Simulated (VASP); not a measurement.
## AlSn: single point with PBE+D4

Crystal: AlSn.

```
CELL_PARAMETERS angstrom
4.13343 0.00000 0.00000
-2.06672 3.57966 0.00000
0.00000 0.00000 3.28596
ATOMIC_POSITIONS crystal
Sn 0.33333 0.66667 0.50000
Al 0.00000 0.00000 0.00000
```

```json
{
  "Program": "VASP 6.6.1",
  "Task": "single point",
  "Functional": "PBE",
  "Dispersion": "D4",
  "Potentials or basis": "VASP PAW PBE potentials, release 64 (Sn_d, Al)",
  "Cutoff": "520 eV",
  "k mesh": "7 × 7 × 8",
  "Occupations": "fermi-dirac, width 0.05 eV",
  "Spin": "no spin polarisation",
  "Dipole correction": "no",
  "Further INCAR settings": "ALGO = Fast; EDIFF = 1e-06; NBANDS = 16"
}
```

```json
{
 "Pressure": "-0.1 GPa",
 "Dispersion energy per atom": "-0.343 eV"
}
```

Levels at points of the mesh, in eV from the Fermi level:
| k point | band 4 | band 5 | band 6 | band 7 | band 8 | band 9 | band 10 | band 11 | band 12 | band 13 |
| --- | --- | --- | --- | --- | --- | --- | --- | --- | --- | --- |
| (0.00, 0.00, 0.00) | -21.26 | -21.26 | -10.70 | -0.18 | -0.18 | 1.00 | 2.51 | 3.19 | 3.19 | 5.13 |
| (0.00, 0.00, 0.50) | -21.27 | -21.20 | -7.60 | -6.42 | 2.83 | 2.83 | 3.67 | 3.67 | 4.05 | 4.44 |

Wall time 52 s on 1 thread of AMD EPYC 7R13, with other jobs on the host, peak memory 0.15 GiB.

Caveat: spin-orbit coupling is left out, which moves the levels of the heavy elements; pairwise dispersion overbinds metals, which lowers pressure and volume.
